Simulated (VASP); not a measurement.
# Zr (P6/mmm) in VASP: notebook, part 2 of 2

VASP 6.6.1. Earlier steps stand in the parts before.

### Step 3. Single point, PBE

File INCAR:

```
SYSTEM = Zr
PREC = Accurate ; ENCUT = 520
EDIFF = 1E-7 ; ISMEAR = -1
SIGMA = 0.05 ; LREAL = .FALSE.
LASPH = .TRUE. ; NELM = 60
ALGO = Normal ; ISIF = 2
LWAVE = .FALSE. ; LCHARG = .FALSE.
GGA = PE ; NBANDS = 12
```

File KPOINTS:

```
Automatic mesh
0
G
  15 15 14
  0 0 0
```

File POSCAR:

```
Zr
1.0
    2.9164336704      0.0000000000      0.0000000000
   -1.4582168352      2.5257056471      0.0000000000
    0.0000000000      0.0000000000      2.8919054738
Zr
1
Direct
    0.0000000000      0.0000000000      0.0000000000
```

Potentials or basis: VASP PAW PBE potentials, release 64 (Zr_sv).

Run with:

```sh
$ cat potpaw_PBE.64/Zr_sv/POTCAR > POTCAR
$ mpirun -np 1 vasp_std > vasp.out
```

OUTCAR:

```text
SYSTEM = Zr
   PREC = Accurate
   ENCUT = 520
   EDIFF = 1E-7
   ISMEAR = -1
   LREAL = .FALSE.
   LASPH = .TRUE.
   NELM = 60
   ISIF = 2
   GGA = PE

 ion  position               nearest neighbor table
   1  0.000  0.000  0.000-

  LATTYP: Found a hexagonal cell.
 ALAT       =     2.9164336704
 C/A-ratio  =     0.9915896607

  Lattice vectors:

 A1 = (   2.9164336704,   0.0000000000,   0.0000000000)
 A2 = (  -1.4582168352,   2.5257056471,   0.0000000000)
 A3 = (   0.0000000000,   0.0000000000,   2.8919054738)

Analysis of symmetry for initial positions (statically):
=====================================================================
 Subroutine PRICEL returns:
 Original cell was already a primitive cell.

 Routine SETGRP: Setting up the symmetry group for a
 hexagonal supercell.

 Subroutine GETGRP returns: Found 24 space group operations
 (whereof 24 operations were pure point group operations)
 out of a pool of 24 trial point group operations.

The static configuration has the point symmetry D_6h.

Analysis of symmetry for dynamics (positions and initial velocities):
=====================================================================
 Subroutine PRICEL returns:
 Original cell was already a primitive cell.

 Routine SETGRP: Setting up the symmetry group for a
 hexagonal supercell.

 Subroutine GETGRP returns: Found 24 space group operations
 (whereof 24 operations were pure point group operations)
 out of a pool of 24 trial point group operations.

The dynamic configuration has the point symmetry D_6h.

 Subroutine INISYM returns: Found 24 space group operations
 (whereof 24 operations are pure point group operations),
 and found     1 'primitive' translations

----------------------------------------------------------------------------------------

                                     Primitive cell

  volume of cell :      21.3019
[... 101 lines left out ...]
   EFERMI =   0.00;   METHOD = LEGACY
   ISMEAR =    -1;   SIGMA  =   0.05  broadening in eV -4-tet -1-fermi 0-gaus
   EFERMI_NEDOS =   21; number of points for ismear=-14 and -15
   IALGO  =     38    algorithm
   IMIX   =      4    mixing-type and parameters
     AMIX     =   0.40;   BMIX     =  1.00
     AMIX_MAG =   1.60;   BMIX_MAG =  1.00
  volume/ion in A,a.u.               =      21.30       143.75
  Fermi-wavevector in a.u.,A,eV,Ry     =   1.352059  2.555021 24.872310  1.828063
  Thomas-Fermi vector in A             =   2.479429
   LORBIT       =      0    0 simple, 1 ext, 2 COOP (PROOUT), +10 PAW based schemes
   GGA     = PE    functional components
[... 5 lines left out ...]
 non-spin polarized calculation
  energy-cutoff  :      520.00
  volume of cell :       21.30
 maximum number of plane-waves:       599
 NGX is ok and might be reduce to    24
   NGX = 11   NGY = 11   NGZ = 11

 number of electron      12.0000000 magnetization

 Free energy of the ion-electron system (eV)
  ---------------------------------------------------
  ext. energy  EPLUGINS =         0.00000000
  ---------------------------------------------------
  free energy    TOTEN  =        -8.07616645 eV

  energy without entropy =       -8.07073464  energy(sigma->0) =       -8.07345055

 E-fermi :   9.5992     XC(G=0): -11.4414

 val. band max:        9.5687111330   @ k =   0.0667   0.0667   0.3571
 cond. band min:       9.6527782844   @ k =   0.2000   0.0667   0.0000
 fundamental gap:      0.0840671514
 Fermi energy:         9.5992457354

 k-point     1 :       0.0000    0.0000    0.0000
  band No.  band energies     occupation
      1     -38.8306      2.00000
      2     -16.2345      2.00000
      3     -15.9642      2.00000
      4     -15.9642      2.00000
      5       4.3571      2.00000
      6       7.6971      2.00000
      7      10.9774      0.00000
      8      10.9774      0.00000
      9      15.9924      0.00000
     10      15.9924      0.00000
     11      21.1755      0.00000
     12      22.3495      0.00000
[... 331 lines left out ...]
 k-point    24 :       0.4000    0.2000    0.0000
  band No.  band energies     occupation
      1     -38.5270      2.00000
      2     -17.4682      2.00000
      3     -16.7476      2.00000
      4     -16.0026      2.00000
      5       7.9638      2.00000
      6       9.1725      1.99961
      7      10.5109      0.00000
      8      12.3853      0.00000
      9      14.0354      0.00000
     10      17.3704      0.00000
     11      19.4219      0.00000
     12      20.0903      0.00000

 [... further k-points ...]
[... 5 lines left out ...]
  --------------------------------------------------------------------------------------
  -------------------------------------------------------------------------------------
  Total        1.4709565      1.4709565      1.4691693      0.0000000     -0.0000000      0.0000000
  in kB      110.6347336    110.6347336    110.5003072      0.0000000     -0.0000000      0.0000000
  external PRESSURE =     110.5899248 kB  Pullay stress =       0.0000000 kB

 VOLUME and BASIS-vectors are now :
 -----------------------------------------------------------------------------
  energy-cutoff  :      520.00
  volume of cell :       21.30
      direct lattice vectors                 reciprocal lattice vectors
     2.916433670  0.000000000  0.000000000     0.342884534  0.197964478  0.000000000
    -1.458216835  2.525705647  0.000000000     0.000000000  0.395928956  0.000000000
     0.000000000  0.000000000  2.891905474     0.000000000  0.000000000  0.345792768

 POSITION                                       TOTAL-FORCE (eV/Angst)
 -----------------------------------------------------------------------------------
      0.00000      0.00000      0.00000         0.000000      0.000000      0.000000
 -----------------------------------------------------------------------------------
    total drift:                                0.000000      0.000000      0.000000

  FREE ENERGIE OF THE ION-ELECTRON SYSTEM (eV)
  ---------------------------------------------------
  free  energy   TOTEN  =        -8.0761664502 eV

  energy  without entropy=       -8.0707346429  energy(sigma->0) =       -8.07345055
```

OSZICAR:

```text
N       E                     dE             d eps       ncg     rms          rms(c)
DAV:   1     0.903661249887E+02    0.90366E+02   -0.69686E+03  5224   0.100E+03
DAV:   2    -0.520902120584E+01   -0.95575E+02   -0.92429E+02  5948   0.276E+02
DAV:   3    -0.825441475624E+01   -0.30454E+01   -0.29893E+01  7620   0.418E+01
DAV:   4    -0.832292556333E+01   -0.68511E-01   -0.68379E-01  5936   0.594E+00
DAV:   5    -0.832466132424E+01   -0.17358E-02   -0.17356E-02  7392   0.691E-01    0.128E+01
DAV:   6    -0.809800302336E+01    0.22666E+00   -0.35197E-01  5588   0.527E+00    0.551E+00
DAV:   7    -0.807136484480E+01    0.26638E-01   -0.17443E-01  6508   0.355E+00    0.824E-01
DAV:   8    -0.807618708210E+01   -0.48222E-02   -0.12611E-02  6000   0.128E+00    0.577E-02
DAV:   9    -0.807618045046E+01    0.66316E-05   -0.39048E-04  6336   0.167E-01    0.240E-02
DAV:  10    -0.807617033304E+01    0.10117E-04   -0.15428E-05  5900   0.431E-02    0.823E-03
DAV:  11    -0.807616656191E+01    0.37711E-05   -0.25544E-06  7328   0.133E-02    0.242E-03
DAV:  12    -0.807616642658E+01    0.13534E-06   -0.50947E-08  3884   0.237E-03    0.644E-04
DAV:  13    -0.807616645017E+01   -0.23596E-07   -0.10551E-08  2824   0.121E-03
   1 F= -.80761665E+01 E0= -.80734505E+01  d E =-.543181E-02
```

stdout:

```text
POSCAR found type information on POSCAR Zr
 POSCAR found :  1 types and       1 ions
 scaLAPACK will be used
 LDA part: xc-table for (Slater+PW92), standard interpolation
 POSCAR, INCAR and KPOINTS ok, starting setup
 FFT: planning ... GRIDC
 FFT: planning ... GRID_SOFT
 FFT: planning ... GRID
 WAVECAR not read
 entering main loop
```

It took 26 s on 1 thread of AMD EPYC 9R45 (Zen 5), shared host; peak memory 0.14 GiB.

Results:

| Property | Result |
| --- | --- |
| Free energy | -8.0762 eV |
| Pressure | 11.1 GPa |
| Band gap on the k mesh | zero (band 6 reaches 9.97 eV, above the bottom of band 7 at 9.35 eV) |

Levels at points of the mesh, in eV from the Fermi level:
| k point | band 4 | band 5 | band 6 | band 7 | band 8 | band 9 |
| --- | --- | --- | --- | --- | --- | --- |
| (0.00, 0.00, 0.00) | -25.56 | -5.24 | -1.90 | 1.38 | 1.38 | 6.39 |
| (0.00, 0.00, 0.50) | -25.45 | -2.39 | 0.37 | 2.03 | 2.03 | 3.70 |

### Step 4. Relaxation of cell and atoms, PBE, target pressure 11 GPa, at which the enthalpy is minimised

File INCAR:

```
SYSTEM = Zr
PREC = Accurate
ENCUT = 600
EDIFF = 1E-6
ISMEAR = -1
SIGMA = 0.05
LREAL = .FALSE.
LASPH = .TRUE.
NELM = 100
ALGO = Normal
ISIF = 3
LWAVE = .FALSE.
LCHARG = .FALSE.
GGA = PE
IBRION = 2
NSW = 32
EDIFFG = -0.005
PSTRESS = 110.0
```

File KPOINTS:

```
regular mesh
0
G
  15 15 14
  0 0 0
```

POSCAR is that of step 3.

Run with:

```sh
$ cat potpaw_PBE.64/Zr_sv/POTCAR > POTCAR
$ mpirun -np 1 vasp_std > vasp.out
```

Run time: 76 s. Hardware: 1 thread of AMD EPYC 9R45 (Zen 5), shared host; peak memory 0.15 GiB.

The run converged. Its results:

```yaml
Free_energy: -8.0770 eV
Relaxed_volume: 21.31 Å³/atom
Relaxed_cell: a = 2.917 Å, b = 2.917 Å, c = 2.892 Å, α = 90.00°, β = 90.00°, γ = 120.00°
Space_group_after_relaxing_to_0.05_Å: P6/mmm (No. 191)
Energy_change_on_relaxing_the_enthalpy_is_what_falls: -0.8 meV/atom
Ionic_steps: 3
Pressure_after_relaxing: 11.0 GPa
Band_gap_on_the_k_mesh: zero (band 6 reaches 9.96 eV, above the bottom of band 7 at 9.35 eV)
```

The path:
| step | energy change (eV) | largest force (eV/Å) | pressure (GPa) | volume (Å³) |
| --- | --- | --- | --- | --- |
| 1 | 0.0000 | 0.0000 | 11.06 | 21.30 |
| 2 | -0.0018 | 0.0000 | 10.93 | 21.33 |
| 3 | -0.0008 | 0.0000 | 11.00 | 21.31 |

Final structure:
```
Zr
1.0
     2.91700    0.00000    0.00000
    -1.45850    2.52620    0.00000
     0.00000    0.00000    2.89237
Zr
1
Cartesian
  0.0000 0.0000 0.0000
```

Levels at points of the mesh, in eV from the Fermi level:
```tsv
k point	band 4	band 5	band 6	band 7	band 8	band 9
(0.00, 0.00, 0.00)	-25.57	-5.24	-1.90	1.38	1.38	6.39
(0.00, 0.00, 0.50)	-25.46	-2.39	0.37	2.03	2.03	3.70
```

Caveat: the cell is relaxed towards a set pressure, so the enthalpy falls and the energy may rise.
